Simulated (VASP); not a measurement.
AlCo: single point with PBE

Crystal: AlCo.

```
Al Co
1.0
     0.00000    2.85172    0.00000
     0.00000    0.00000    2.85191
     5.70344    0.00000    0.00000
Al Co
2 2
Cartesian
  1.4259 1.4259 1.4260
  4.2776 1.4259 1.4260
  0.0000 0.0000 0.0000
  2.8517 0.0000 0.0000
```

- Program: VASP 6.6.1
- Task: single point
- Functional: PBE
- Potentials or basis: VASP PAW PBE potentials, release 64 (Al, Co)
- Cutoff: 520 eV
- k mesh: 8 × 8 × 4
- Occupations: gaussian, width 0.2 eV
- Spin: no spin polarisation

```yaml
Pressure: 0.2 GPa
Band_gap_on_the_k_mesh: zero (bands 12 and 13 overlap by 0.51 eV)
```

Levels at points of the mesh, in eV from the Fermi level:
```csv
k point,band 9,band 10,band 11,band 12,band 13,band 14,band 15,band 16
"(0.00, 0.00, 0.00)",-0.82,-0.82,-0.82,-0.71,0.20,5.97,5.98,5.98
"(0.50, 0.00, 0.00)",-1.69,-1.48,-1.48,-0.71,-0.22,0.20,2.44,3.46
"(0.00, 0.50, 0.00)",-1.69,-1.48,-1.48,-0.71,-0.22,0.20,2.44,3.46
"(0.50, 0.50, 0.00)",-1.48,-0.22,-0.18,-0.18,2.41,2.41,2.41,2.44
"(0.00, 0.00, 0.50)",-1.29,-1.29,-0.76,-0.76,1.53,1.53,7.48,7.48
"(0.50, 0.00, 0.50)",-1.59,-1.59,-1.12,-1.12,0.14,0.14,5.49,5.49
"(0.00, 0.50, 0.50)",-1.59,-1.59,-1.12,-1.12,0.14,0.14,5.48,5.48
"(0.50, 0.50, 0.50)",-0.20,-0.20,0.20,0.20,0.20,0.20,2.47,2.47
```

Run time: 49 s on 1 thread of Intel(R) Xeon(R) Platinum 8375C CPU @ 2.90GHz (Ice Lake), on a shared host, peak memory 0.2 GiB.

Caveat: the run has no spin polarisation, though such a crystal can be magnetic. Spin polarisation is off, so any magnetic state and its effect on volume and gap are missing.
